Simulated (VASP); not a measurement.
The system is Ir.

```
CELL_PARAMETERS angstrom
0.00000 1.91560 1.91560
1.91560 0.00000 1.91560
1.91560 1.91560 0.00000
ATOMIC_POSITIONS crystal
Ir 0.00000 0.00000 0.00000
```

Base run:

| Property | Result |
| --- | --- |
| Program | VASP 6.6.1 |
| Functional | PBEsol |
| Potentials or basis | VASP PAW PBE potentials, release 64 (Ir) |
| Cutoff | 520 eV |
| k mesh | 12 × 12 × 12 |
| Occupations | fermi-dirac, width 0.05 eV |
| Spin | non-collinear spin, zero start, spin-orbit coupling |
| Starting moments | [[0.0, 0.0, 0.0]] μB |

Its results: pressure 1.3 GPa; net moment 0.00 μB per cell.

**Question.** The run is repeated on the same cell with these changes: functional from PBEsol to PBE. What comes out?

**Answer.** Pressure 12.8 GPa; net moment 0.00 μB per cell.

PBE binds less tightly than PBEsol, so the same cell stands under more pressure.

Caveats: the PAW data sets were made with another functional, which shifts forces and pressure a little (at least some runs); the cell stands under pressure (at least some runs).
